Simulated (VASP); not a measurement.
From an Ansatz input to VASP: HfO2 (strained fluorite)

Ansatz input

```yaml
crystal:
  lattice:
    - [0.1584675538, 2.5864825803, 2.5864825803]
    - [2.5864825803, 0.1584675538, 2.5864825803]
    - [2.5864825803, 2.5864825803, 0.1584675538]
  atoms:
    - { symbol: Hf, position: [0.0, 0.0, 0.0] }
    - { symbol: O, position: [0.2464734521, 0.2464734521, 0.2464734521] }
    - { symbol: O, position: [0.7535265479, 0.7535265479, 0.7535265479] }
kpoints:
  mp_grid: { grid: [8, 8, 8] }
  band_path:
    path:
      - [0.0, 0.0, 0.0]
      - [0.5, 0.0, 0.5]
      - [0.625, 0.25, 0.625]
      - [0.375, 0.375, 0.75]
      - [0.5, 0.5, 0.5]
      - [0.5, 0.25, 0.75]
      - [-0.001302, 0.498698, 0.498698]
    npoints: 1
hamiltonian:
  xc: pbe
scf:
  occupations: { method: fermi_dirac, width: 0.02 }
  n_extra_bands: 4
output:
  forces: true
  stress: true
  eigenvalues: true
  write_density: true
  write_potential: true
  elf: true
  volumetric_format: npy
```

Task: Write VASP inputs for this cell and level of theory.

Result: 

INCAR

```
IBRION = -1
LREAL = .FALSE.
PREC = Accurate
LCHARG = .FALSE.
LWAVE = .FALSE.
EDIFF = 1E-7
ISIF = 2
SIGMA = 0.02
GGA = PE
NELM = 120
NSW = 0
ISMEAR = -1
ENCUT = 520
NBANDS = 18
LASPH = .TRUE.
```

KPOINTS

```
KPOINTS created by Atomic Simulation Environment
0
Gamma
8 8 8
0 0 0
```

KPOINTS_OPT

```
special points
7
Reciprocal
0.0000000000 0.0000000000 0.0000000000 1
0.5000000000 0.0000000000 0.5000000000 1
0.6250000000 0.2500000000 0.6250000000 1
0.3750000000 0.3750000000 0.7500000000 1
0.5000000000 0.5000000000 0.5000000000 1
0.5000000000 0.2500000000 0.7500000000 1
-0.0013020000 0.4986980000 0.4986980000 1
```

POSCAR

```
Hf O
 1.0000000000000000
     0.1584675538000000    2.5864825802999998    2.5864825802999998
     2.5864825802999998    0.1584675538000000    2.5864825802999998
     2.5864825802999998    2.5864825802999998    0.1584675538000000
 Hf  O
   1   2
Cartesian
 -0.0000000000000000  0.0000000000000000  0.0000000000000000
  1.3140566257347566  1.3140566257347566  1.3140566257347563
  4.0173760886652419  4.0173760886652419  4.0173760886652419
```

VASP ran with the recommended PBE PAW datasets (22 valence electrons in the cell). Other inputs would serve too.

|  | Ansatz | VASP |
| --- | --- | --- |
| gap between bands v and c | 3.91 eV | 3.94 eV |
| least direct gap | 3.91 eV | 3.94 eV |
| pressure | 15.4 GPa | 11.4 GPa |
| largest force | 0.08 eV/Å | 0.02 eV/Å |

Each program uses its own PAW datasets. VASP's cell holds 22 valence electrons and Ansatz's 38. Ansatz's stress includes a Pulay correction; VASP's doesn't.

VASP's potentials hold 22 valence electrons a cell and Ansatz's 38, so a difference between the two programs can come from the potentials and not from the codes.
